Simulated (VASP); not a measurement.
Wanted: the native input for a VASP 6.6.1 run.

```yaml
Task: relaxation of cell and atoms
Functional: PBE
Potentials_or_basis: VASP PAW PBE potentials, release 64 (B, Ru_pv)
Cutoff: 500 eV
k_mesh: 14 × 14 × 6
Occupations: gaussian, width 0.1 eV
Spin: collinear spin, ferromagnetic start
Starting_moments: "[0.0, 0.0, 0.0, 0.0, 0.44] μB"
Dipole_correction: no
Further_INCAR_settings: ALGO = Normal; EDIFF = 1e-07; IBRION = 2; EDIFFG = -0.01; NSW = 100; ISIF = 3
```

The structure of B4Ru lies in POSCAR:

```
B4Ru
1.0
    2.6305013182      0.0000000000      0.0000000000
    0.0000000000      2.6305013182      0.0000000000
    0.0000000000      0.0000000000      6.7284174972
B Ru
4 1
Direct
    0.5000000000      0.5000000000      0.1758362811
    0.5000000000      0.5000000000      0.8241637189
    0.5000000000      0.0000000000      0.0000000000
    0.0000000000      0.5000000000      0.0000000000
    0.5000000000      0.5000000000      0.5000000000
```

The cell was generated, and may not be a known phase.

The input as run:

INCAR

```
  ALGO = Normal
  EDIFF = 1E-7
  EDIFFG = -0.01
  ENCUT = 500
  GGA = PE
  GGA_COMPAT = False
  IBRION = 2
  ISIF = 3
  ISMEAR = 0
  ISPIN = 2
  LASPH = True
  LCHARG = False
  LMAXMIX = 4
  LORBIT = 11
  LREAL = False
  LWAVE = False
  MAGMOM = 0 0 0 0 0.44
  NELM = 200
  NELMIN = 4
  NSW = 100
  PREC = Accurate
  SIGMA = 0.1
```

KPOINTS

```
k-points
0
Gamma
  14 14 6
```

Potentials or basis: VASP PAW PBE potentials, release 64 (B, Ru_pv).

Run with:

```bash
$ cat potpaw_PBE.64/B/POTCAR potpaw_PBE.64/Ru_pv/POTCAR > POTCAR
$ mpirun -np 1 vasp_std > vasp.out
```

It gave:

The relaxed volume is 9.34 Å³/atom and the relaxed cell is a = 2.635 Å, b = 2.635 Å, c = 6.726 Å, α = 90.00°, β = 90.00°, γ = 90.00°. The space group after relaxing (to 0.1 Å) is P4/mmm (No. 123). The energy gained by relaxing is 0.5 meV/atom, the ionic steps are 5 and the pressure after relaxing is 0.0 GPa. The band gap on the k mesh is zero (filled and empty bands overlap). The net moment is 0.00 μB per cell and the valence electrons inside the program's atomic spheres are B 1.84, 2.10 (each value once); Ru 12.55.

Run time: 13 min on 1 thread of Oxide Virtual Turin-like Processor, with other jobs on the host, peak memory 0.26 GiB.
